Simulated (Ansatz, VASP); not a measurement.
## One calculation of CdBi3O, two programs

```
Cd Bi O
1.0
     4.67508    0.00000    0.00000
     0.00000    4.67508    0.00000
     0.00000    0.00000    4.67508
Cd Bi O
1 3 1
Direct
  0.50000 0.50000 0.50000
  0.50000 0.00000 0.00000
  0.00000 0.50000 0.00000
  0.00000 0.00000 0.50000
  0.00000 0.00000 0.00000
```

Change from the starting cell: species swapped into the EuH3Pd type (Pm-3m, No. 221).

Alike in both runs: task relaxation of cell and atoms; functional PBE; k mesh 4 × 4 × 4; occupations gaussian, width 0.1 eV; no spin polarisation.

```csv
,VASP,Ansatz
version,VASP 6.6.1,Ansatz 0.2.0
potentials or method,"VASP PAW PBE potentials, release 64 (Cd, Bi_d, O), cutoff 600 eV","scalar-relativistic, plane waves, PAW"
valence electrons in the cell,63,71
```

VASP gave:

| Item | Value |
| --- | --- |
| gap on the k mesh at the Fermi level, each at its own relaxed structure (eV) | none |
| relaxed volume (Å³/atom) | 25.14 |
| relaxed length of the cell vector where the two differ most in proportion (Å) | 5.009 |

Q: What did Ansatz give for the same quantities?

A: gap on the k mesh at the Fermi level, each at its own relaxed structure (eV): none; relaxed volume (Å³/atom): 25.07; relaxed length of the cell vector where the two differ most in proportion (Å): 5.004.

A gap of «none» marks a metal or a gap that the smearing closes. VASP's potentials hold 63 valence electrons a cell and Ansatz's 71, so a difference there can come from the potentials and not from the codes.

Neither program's run includes spin-orbit coupling. Noted on VASP's run: the volume moved by over 15 % at a fixed basis, so the end points are rough.
